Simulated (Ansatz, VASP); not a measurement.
## P: VASP beside Ansatz

INCAR

```
PREC = Accurate
ENCUT = 520
EDIFF = 1E-6
ISMEAR = 0
SIGMA = 0.03
LREAL = False
LASPH = True
NELM = 100
ALGO = Normal
ISIF = 2
LWAVE = False
LCHARG = False
GGA = PE
NBANDS = 18
```

Contents of KPOINTS:

```
regular mesh
0
Gamma
  10 10 8
```

The input POSCAR:

```
P
1.0
    1.6552162270     -5.6427177482      0.0000000000
    1.6552162270      5.6427177482      0.0000000000
    0.0000000000      0.0000000000      4.5577728156
P
4
Direct
    0.0940707809      0.9059292191      0.9576013208
    0.5940707809      0.4059292191      0.5862797606
    0.9059292191      0.0940707809      0.0862797606
    0.4059292191      0.5940707809      0.4137202394
```

Input for Ansatz:

```yaml
crystal:
  lattice:
    - [1.655216227, -5.6427177482, 0.0]
    - [1.655216227, 5.6427177482, 0.0]
    - [0.0, 0.0, 4.5577728156]
  atoms:
    - { symbol: P, position: [0.0940707809, 0.9059292191, 0.9576013208] }
    - { symbol: P, position: [0.5940707809, 0.4059292191, 0.5862797606] }
    - { symbol: P, position: [0.9059292191, 0.0940707809, 0.0862797606] }
    - { symbol: P, position: [0.4059292191, 0.5940707809, 0.4137202394] }
basis:
  ecutwfc: 420
kpoints:
  mp_grid: { grid: [10, 10, 8] }
hamiltonian:
  xc: pbe
scf:
  occupations: { method: gaussian, width: 0.03 }
output:
  forces: true
  stress: true
  eigenvalues: true
```

Alike in both runs: task single point; functional PBE; k mesh 10 × 10 × 8; occupations gaussian, width 0.03 eV; no spin polarisation.

```csv
,VASP,Ansatz
version,VASP 6.6.1,Ansatz 0.2.0
potentials or method,"VASP PAW PBE potentials, release 64 (P), cutoff 520 eV","scalar-relativistic, plane waves, PAW"
valence electrons in the cell,20,20
```

Ansatz gave:

| Item | Value |
| --- | --- |
| gap on the k mesh at the Fermi level (eV) | 0.30 |
| least direct gap on the mesh (eV) | 0.35 |
| pressure (GPa) | -1.3 |
| traceless stress, the component that is largest in VASP (GPa) | -3.55 |
| rms of the force components (eV/Å) | 0.776 |

**Question.** Estimate VASP's values.

**Answer.** gap on the k mesh at the Fermi level (eV): 0.32; least direct gap on the mesh (eV): 0.37; pressure (GPa): -1.6; traceless stress, the component that is largest in VASP (GPa): -3.54; rms of the force components (eV/Å): 0.782.

Atom by atom the forces differ by 0.030 eV/Å (rms over components). The functional is the same, so the differences come from potentials, cutoffs and numerics.
